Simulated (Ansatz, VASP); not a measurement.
**Two plane-wave programs on Pd**

```
CELL_PARAMETERS angstrom
2.66907 0.00000 0.00000
0.00000 2.66907 0.00000
0.00000 0.00000 2.66907
ATOMIC_POSITIONS crystal
Pd 0.00000 0.00000 0.00000
```

Alike in both runs: functional BLYP; k mesh 12 × 12 × 12; occupations fermi-dirac, width 0.05 eV; collinear spin.

Ansatz relaxed the structure, and its values are those at the end. VASP's run is a single point on that final structure, the one shown.

|  | VASP | Ansatz |
| --- | --- | --- |
| version | VASP 6.6.1 | Ansatz 0.2.0 |
| potentials or method | VASP PAW PBE potentials, release 64 (Pd), cutoff 520 eV | plane waves (420 eV) with PAW, scalar-relativistic |
| valence electrons in the cell | 10 | 18 |

```tsv
	VASP	Ansatz	Ansatz less VASP
pressure (GPa)	0.2	0.0	-0.20
net moment per atom (μB)	0.00	0.00	0.000
```

VASP's potentials were made for PBE, not for BLYP. The functional is the same, so the differences come from potentials, cutoffs and numerics. VASP's potentials hold 10 valence electrons a cell and Ansatz's 18, so a difference there can come from the potentials and not from the codes. Ansatz's warnings: seeded moment not kept.
